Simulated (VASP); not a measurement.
# C in VASP: single point with LDA

Aim: the single point of C with LDA.

Everything below comes from runs of VASP 6.6.1. Logs are shortened: lines on timing, memory, paths and dates and some standing lists are left out, and cuts for length are marked.

## Step 1: The cell of the first run

The cell holds a slab with vacuum, 2 atoms: a = 2.200 Å, b = 2.200 Å, c = 28.000 Å, α = 90.00°, β = 90.00°, γ = 120.00°.

## Step 2: Single point, LDA

INCAR

```
SYSTEM = C
  PREC = Accurate
  ENCUT = 520
  EDIFF = 1E-6
  ISMEAR = 0
  SIGMA = 0.1
  LREAL = .False.
  LASPH = .True.
  NELM = 120
  ALGO = Normal
  ISIF = 2
  LWAVE = .False.
  LCHARG = .True.
  LDIPOL = .True.
  IDIPOL = 3
  DIPOL = 0.5 0.5 0.500
  GGA = CA
  LELF = .True.
  LVHAR = .True.
  LVACPOTAV = .True.
  NBANDS = 11
  GGA_COMPAT = .False.
  NELMDL = -8
```

KPOINTS

```
regular mesh
0
Gamma
  21 21 1
  0 0 0
```

POSCAR

```
C
1.0
    2.2000000000      0.0000000000      0.0000000000
   -1.1000000000      1.9052558883      0.0000000000
    0.0000000000      0.0000000000     28.0000000000
C
2
Direct
    0.3333333333      0.6666666667      0.5000000000
    0.6666666667      0.3333333333      0.5000000000
```

Potentials or basis: VASP PAW LDA potentials, release 64 (C).

On the command line:

```console
> cat potpaw_LDA.64/C/POTCAR > POTCAR
> mpirun -np 1 vasp_std > vasp.out
```

OUTCAR:

```text
SYSTEM = C
   PREC = Accurate
   ENCUT = 520
   EDIFF = 1E-6
   ISMEAR = 0
   LREAL = .False.
   LASPH = .True.
   NELM = 120
   ISIF = 2
   GGA = CA
   NELMDL = -8

 ion  position               nearest neighbor table
   1  0.333  0.667  0.500-   2 1.27   2 1.27   2 1.27
   2  0.667  0.333  0.500-   1 1.27   1 1.27   1 1.27

  LATTYP: Found a hexagonal cell.
 ALAT       =     2.2000000000
 C/A-ratio  =    12.7272727273

  Lattice vectors:

 A1 = (   2.2000000000,   0.0000000000,   0.0000000000)
 A2 = (  -1.1000000000,   1.9052558883,   0.0000000000)
 A3 = (   0.0000000000,   0.0000000000,  28.0000000000)

Analysis of symmetry for initial positions (statically):
=====================================================================
 Subroutine PRICEL returns:
 Original cell was already a primitive cell.

 Routine SETGRP: Setting up the symmetry group for a
 hexagonal supercell.

 Subroutine GETGRP returns: Found 24 space group operations
 (whereof 24 operations were pure point group operations)
 out of a pool of 24 trial point group operations.

The static configuration has the point symmetry D_6h.

Analysis of symmetry for dynamics (positions and initial velocities):
=====================================================================
 Subroutine PRICEL returns:
 Original cell was already a primitive cell.

 Routine SETGRP: Setting up the symmetry group for a
 hexagonal supercell.

 Subroutine GETGRP returns: Found 24 space group operations
 (whereof 24 operations were pure point group operations)
 out of a pool of 24 trial point group operations.

The dynamic configuration has the point symmetry D_6h.

 Subroutine INISYM returns: Found 24 space group operations
 (whereof 24 operations are pure point group operations),
 and found     1 'primitive' translations

----------------------------------------------------------------------------------------

                                     Primitive cell

  volume of cell :     117.3638

  direct lattice vectors                    reciprocal lattice vectors
     2.200000000  0.000000000  0.000000000     0.454545455  0.262431941  0.000000000
    -1.100000000  1.905255888  0.000000000     0.000000000  0.524863881  0.000000000
     0.000000000  0.000000000 28.000000000     0.000000000  0.000000000  0.035714286

  length of vectors
     2.200000000  2.200000000 28.000000000     0.524863881  0.524863881  0.035714286

  position of ions in fractional coordinates (direct lattice)
     0.333333333  0.666666667  0.500000000
     0.666666667  0.333333333  0.500000000

  ion indices of the primitive-cell ions
   primitive index   ion index
                 1           1
                 2           2

----------------------------------------------------------------------------------------

 KPOINTS: regular mesh

Automatic generation of k-mesh.
 Grid dimensions read from file:
 generate k-points for:   21   21    1

 Generating k-lattice:

  Cartesian coordinates                     Fractional coordinates (reciprocal lattice)
     0.021645022  0.012496759  0.000000000     0.047619048  0.000000000  0.000000000
     0.000000000  0.024993518  0.000000000     0.000000000  0.047619048  0.000000000
     0.000000000  0.000000000  0.035714286     0.000000000  0.000000000  1.000000000

  Length of vectors
     0.024993518  0.024993518  0.035714286

  Shift w.r.t. Gamma in fractional coordinates (k-lattice)
     0.000000000  0.000000000  0.000000000

 Subroutine IBZKPT returns following result:
 ===========================================

 Found     48 irreducible k-points:

 Following reciprocal coordinates:
            Coordinates               Weight
  0.000000  0.000000  0.000000      1.000000
  0.047619  0.000000  0.000000      6.000000
  0.095238  0.000000  0.000000      6.000000
  0.142857  0.000000  0.000000      6.000000
  0.190476  0.000000  0.000000      6.000000
  0.238095  0.000000  0.000000      6.000000
[... 16 lines left out ...]
  0.142857  0.095238  0.000000     12.000000
  0.190476  0.095238  0.000000     12.000000
 [... further k-points ...]
   k-points           NKPTS =     48   k-points in BZ     NKDIM =     48   number of bands    NBANDS=     11
   number of dos      NEDOS =    301   number of ions     NIONS =      2
   total plane-waves  NPLWV =  53760
   dimension x,y,z NGX =    16 NGY =   16 NGZ =  210
   dimension x,y,z NGXF=    32 NGYF=   32 NGZF=  420
   ions per type =               2
   NGX,Y,Z   is equivalent  to a cutoff of  12.09, 12.09, 12.47 a.u.
   NGXF,Y,Z  is equivalent  to a cutoff of  24.18, 24.18, 24.94 a.u.
 SYSTEM =  C
   PREC   = accura    normal or accurate (medium, high low for compatibility)
   ISTART =      0    job   : 0-new  1-cont  2-samecut
   ICHARG =      2    charge: 1-file 2-atom 10-const
   ISPIN  =      1    spin polarized calculation?
   LNONCOLLINEAR =      F non collinear calculations
   LSORBIT =      F    spin-orbit coupling
   LASPH  =      T    aspherical Exc in radial PAW
   ENCUT  =  520.0 eV  38.22 Ry    6.18 a.u.   4.09  4.09 52.06*2*pi/ulx,y,z
   NELM   =    120;   NELMIN=  2; NELMDL= -8     # of ELM steps
   EDIFF  = 0.1E-05   stopping-criterion for ELM
   LREAL  =      F    real-space projection
   EDIFFG = 0.1E-04   stopping-criterion for IOM
   NSW    =      0    number of steps for IOM
   IBRION =     -1    ionic relax: 0-MD 1-quasi-New 2-CG
   NFREE  =      0    steps in history (QN), initial steepest desc. (CG)
   ISIF   =      2    stress and relaxation
   ISYM   =      2    0-nonsym 1-usesym 2-fastsym
   POTIM  = 0.5000    time-step for ionic-motion
   TEBEG  =    0.0;   TEEND  =   0.0 temperature during run
   PSTRESS=    0.0 pullay stress
   NELECT =       8.0000    total number of electrons
   NUPDOWN=      -1.0000    fix difference up-down
   EMIN   =  10.00;   EMAX   =-10.00  energy-range for DOS
   EFERMI =   0.00;   METHOD = LEGACY
   ISMEAR =     0;   SIGMA  =   0.10  broadening in eV -4-tet -1-fermi 0-gaus
   EFERMI_NEDOS =   21; number of points for ismear=-14 and -15
   IALGO  =     38    algorithm
   IMIX   =      4    mixing-type and parameters
     AMIX     =   0.40;   BMIX     =  1.00
     AMIX_MAG =   1.60;   BMIX_MAG =  1.00
  volume/ion in A,a.u.               =      58.68       396.00
  Fermi-wavevector in a.u.,A,eV,Ry     =   0.668744  1.263744  6.084785  0.447219
  Thomas-Fermi vector in A             =   1.743749
   LORBIT       =      0    0 simple, 1 ext, 2 COOP (PROOUT), +10 PAW based schemes
   GGA     = CA    functional components
   LHFCALC =     F    Hartree Fock is set to
   AEXX    =    0.0000 exact exchange contribution
   IVDW    =     0    specifies the selected vdW correction
   LEPSILON=     F    determine dielectric tensor
   LRPA    =     F    only Hartree local field effects (RPA)
 non-spin polarized calculation
 Gauss-broadening in eV      SIGMA  =   0.10
  energy-cutoff  :      520.00
  volume of cell :      117.36
 maximum number of plane-waves:      3202
   NGX =  9   NGY =  9   NGZ =105

 number of electron       8.0000003 magnetization

 dipolmoment           0.000000      0.000000     -0.000000 electrons x Angstroem

 Free energy of the ion-electron system (eV)
  ---------------------------------------------------
  ext. energy  EPLUGINS =         0.00000000
  ---------------------------------------------------
  free energy    TOTEN  =       -18.31531412 eV

  energy without entropy =      -18.31480239  energy(sigma->0) =      -18.31505825

 E-fermi :  -2.1897     XC(G=0):  -1.6829

 val. band max:       -2.1897159005   @ k =   0.3333   0.3333   0.0000
 cond. band min:      -2.1897158946   @ k =   0.3333   0.3333   0.0000
 fundamental gap:      0.0000000059
 Fermi energy:        -2.1897158976

 k-point     1 :       0.0000    0.0000    0.0000
  band No.  band energies     occupation
      1     -24.3542      2.00000
      2     -12.4277      2.00000
      3      -4.9166      2.00000
      4      -4.9166      2.00000
      5       0.0217      0.00000
      6       1.0162      0.00000
      7       1.2348      0.00000
      8       1.6118      0.00000
      9       1.8526      0.00000
     10       2.5958      0.00000
     11       2.9370      0.00000

 k-point     2 :       0.0476    0.0000    0.0000
  band No.  band energies     occupation
      1     -24.2901      2.00000
      2     -12.3437      2.00000
      3      -5.1689      2.00000
      4      -5.0823      2.00000
      5       0.1116      0.00000
      6       1.1092      0.00000
      7       1.3287      0.00000
      8       1.7053      0.00000
      9       1.9460      0.00000
     10       2.6891      0.00000
     11       3.0299      0.00000

 k-point     3 :       0.0952    0.0000    0.0000
  band No.  band energies     occupation
      1     -24.0980      2.00000
      2     -12.0922      2.00000
      3      -5.8812      2.00000
      4      -5.5313      2.00000
      5       0.3820      0.00000
      6       1.3881      0.00000
      7       1.6103      0.00000
      8       1.9860      0.00000
      9       2.2262      0.00000
     10       2.9690      0.00000
     11       3.3088      0.00000
[... 267 lines left out ...]
 k-point    23 :       0.1429    0.0952    0.0000
  band No.  band energies     occupation
      1     -23.1430      2.00000
      2     -10.8476      2.00000
      3      -8.3857      2.00000
      4      -7.5455      2.00000
      5       1.7409      0.00000
      6       2.7798      0.00000
      7       3.0188      0.00000
      8       3.3884      0.00000
      9       3.6289      0.00000
     10       4.3665      0.00000
     11       4.7060      0.00000

 k-point    24 :       0.1905    0.0952    0.0000
  band No.  band energies     occupation
      1     -22.5741      2.00000
      2     -10.1128      2.00000
      3      -9.6929      2.00000
      4      -8.2777      2.00000
      5       2.5559      0.00000
      6       3.6105      0.00000
      7       3.8638      0.00000
      8       4.2283      0.00000
      9       4.4707      0.00000
     10       5.2016      0.00000
     11       5.5446      0.00000

 [... further k-points ...]

------------------------ aborting loop because EDIFF is reached ----------------------------------------

  FORCE on cell =-STRESS in cart. coord.  units (eV):
  Direction    XX          YY          ZZ          XY          YZ          ZX
  --------------------------------------------------------------------------------------
  -------------------------------------------------------------------------------------
  Total       18.7838989     18.7838989     -0.0258216      0.0000000     -0.0000000      0.0000000
  in kB      256.4261427    256.4261427     -0.3525011      0.0000000     -0.0000000      0.0000000
  external PRESSURE =     170.8332614 kB  Pullay stress =       0.0000000 kB

 VOLUME and BASIS-vectors are now :
 -----------------------------------------------------------------------------
  energy-cutoff  :      520.00
  volume of cell :      117.36
      direct lattice vectors                 reciprocal lattice vectors
     2.200000000  0.000000000  0.000000000     0.454545455  0.262431941  0.000000000
    -1.100000000  1.905255888  0.000000000     0.000000000  0.524863881  0.000000000
     0.000000000  0.000000000 28.000000000     0.000000000  0.000000000  0.035714286

 POSITION                                       TOTAL-FORCE (eV/Angst)
 -----------------------------------------------------------------------------------
     -0.00000      1.27017     14.00000        -0.000000     -0.000000      0.000000
      1.10000      0.63509     14.00000         0.000000      0.000000      0.000000
 -----------------------------------------------------------------------------------
    total drift:                                0.000000     -0.000000      0.000000

  FREE ENERGIE OF THE ION-ELECTRON SYSTEM (eV)
  ---------------------------------------------------
  free  energy   TOTEN  =       -18.3153141224 eV

  energy  without entropy=      -18.3148023858  energy(sigma->0) =      -18.31505825

 vacuum level on the upper side and lower side of the slab         1.232         1.232
```

Run time: 94 s. Hardware: 1 thread of Intel Xeon 8259CL, shared host; peak memory 0.2 GiB.

What came out:

| Quantity | Value |
| --- | --- |
| Free energy | -18.3153 eV |
| Band gap on the k mesh | zero (filled and empty bands touch) |

Levels at points of the mesh, in eV from the Fermi level:
```
           k point  band 2  band 3  band 4  band 5  band 6  band 7
(0.00, 0.00, 0.00)  -10.24   -2.73   -2.73    2.21    3.21    3.42
```
